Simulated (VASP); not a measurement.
Here is a VASP 6.6.1 calculation.

INCAR

```
  PREC = Accurate
  ENCUT = 520
  EDIFF = 1E-6
  ISMEAR = -1
  SIGMA = 0.05
  LREAL = F
  LASPH = T
  NELM = 150
  ALGO = Normal
  ISIF = 2
  LWAVE = F
  LCHARG = F
  ISPIN = 2
  MAGMOM = 3 3 0 0
  LORBIT = 11
  LMAXMIX = 4
  GGA = PS
  NBANDS = 26
```

The input KPOINTS:

```
regular mesh
0
Gamma
  10 10 5
```

Contents of POSCAR:

```
FeO
1.0
    2.7001265045     -1.5345258571      0.0000000000
    2.7001265045      1.5345258571      0.0000000000
   -0.2358627737      0.0000000000      5.3043470303
Fe O
2 2
Direct
    0.0000000000      0.0000000000      0.5000000000
    0.0000000000      0.0000000000      0.0000000000
    0.3354670000      0.3354670000      0.7442990000
    0.6645330000      0.6645330000      0.2557010000
```

Potentials or basis: VASP PAW PBE potentials, release 64 (Fe, O).

The run is started by

```sh
$ cat potpaw_PBE.64/Fe/POTCAR potpaw_PBE.64/O/POTCAR > POTCAR
$ mpirun -np 1 vasp_std > vasp.out
```

Q: Predict the site moments.

A: Fe +3.60, +3.57; O +0.31 μB.

Q: Estimate the pressure.

A: -19.5 GPa.

Q: What does it give for the largest force?

A: 0.166 eV/Å.

Q: Predict the net moment.

A: 8.00 μB per cell.

Stress tensor (GPa, compression positive):
```
-20.65   0.00   0.32
  0.00 -20.23   0.00
  0.32   0.00 -17.49
```

Caveat: the PAW data sets were made with another functional, which shifts forces and pressure a little; only a ferromagnetic start was run, and an antiferromagnetic order may lie lower in energy.
